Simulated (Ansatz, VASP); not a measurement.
**TaTi4 in VASP and in Ansatz**

INCAR

```
PREC = Accurate
ENCUT = 520
EDIFF = 1E-6
ISMEAR = 0
SIGMA = 0.1
LREAL = F
LASPH = T
NELM = 150
ALGO = Normal
ISIF = 2
LWAVE = F
LCHARG = F
ISPIN = 2
MAGMOM = 1 1 1 1 0
LORBIT = 11
LMAXMIX = 4
GGA = PE
NBANDS = 42
```

The input KPOINTS:

```
regular mesh
0
Gamma
  6 6 6
```

The input POSCAR:

```
TaTi4
1.0
    2.3126210055      1.3351923600      4.7218994161
   -2.3126210055      1.3351923600      4.7218994161
    0.0000000000     -2.6703847201      4.7218994161
Ti Ta
4 1
Direct
    0.3991299102      0.3991299102      0.3991299102
    0.6008700898      0.6008700898      0.6008700898
    0.2020423974      0.2020423974      0.2020423974
    0.7979576026      0.7979576026      0.7979576026
    0.0000000000      0.0000000000      0.0000000000
```

Input for Ansatz:

```yaml
crystal:
  lattice:
    - [2.3126210055, 1.33519236, 4.7218994161]
    - [-2.3126210055, 1.33519236, 4.7218994161]
    - [0.0, -2.6703847201, 4.7218994161]
  atoms:
    - { symbol: Ti, position: [0.3991299102, 0.3991299102, 0.3991299102], spin: 1.0 }
    - { symbol: Ti, position: [0.6008700898, 0.6008700898, 0.6008700898], spin: 1.0 }
    - { symbol: Ti, position: [0.2020423974, 0.2020423974, 0.2020423974], spin: 1.0 }
    - { symbol: Ti, position: [0.7979576026, 0.7979576026, 0.7979576026], spin: 1.0 }
    - { symbol: Ta, position: [0.0, 0.0, 0.0] }
basis:
  ecutwfc: 420
kpoints:
  mp_grid: { grid: [6, 6, 6] }
hamiltonian:
  xc: pbe
scf:
  occupations: { method: gaussian, width: 0.1 }
  lower_state_search: "off"
output:
  forces: true
  stress: true
  eigenvalues: true
  populations: true
magnetization:
  spin_polarized: true
```

Alike in both runs: task single point; functional PBE; k mesh 6 × 6 × 6; occupations gaussian, width 0.1 eV; collinear spin.

|  | VASP | Ansatz |
| --- | --- | --- |
| version | VASP 6.6.1 | Ansatz 0.2.0 |
| potentials or method | VASP PAW PBE potentials, release 64 (Ti_sv, Ta_pv), cutoff 520 eV | scalar-relativistic, plane waves, PAW |
| valence electrons in the cell | 59 | 61 |

Ansatz gave:

| Property | Result |
| --- | --- |
| gap on the k mesh at the Fermi level (eV) | none |
| pressure (GPa) | -0.8 |
| traceless stress, the component that is largest in VASP (GPa) | -0.38 |
| rms of the force components (eV/Å) | 0.036 |
| net moment per atom (μB) | 0.00 |

Which values does VASP return?

gap on the k mesh at the Fermi level (eV): none; pressure (GPa): -1.0; traceless stress, the component that is largest in VASP (GPa): -0.38; rms of the force components (eV/Å): 0.035; net moment per atom (μB): 0.00.

Atom by atom the forces differ by 0.001 eV/Å (rms over components). A gap of «none» marks a metal or a gap that the smearing closes. VASP's potentials hold 59 valence electrons a cell and Ansatz's 61, so a difference there can come from the potentials and not from the codes. Ansatz's warnings: seeded moment not kept.

Neither program's run includes spin-orbit coupling.
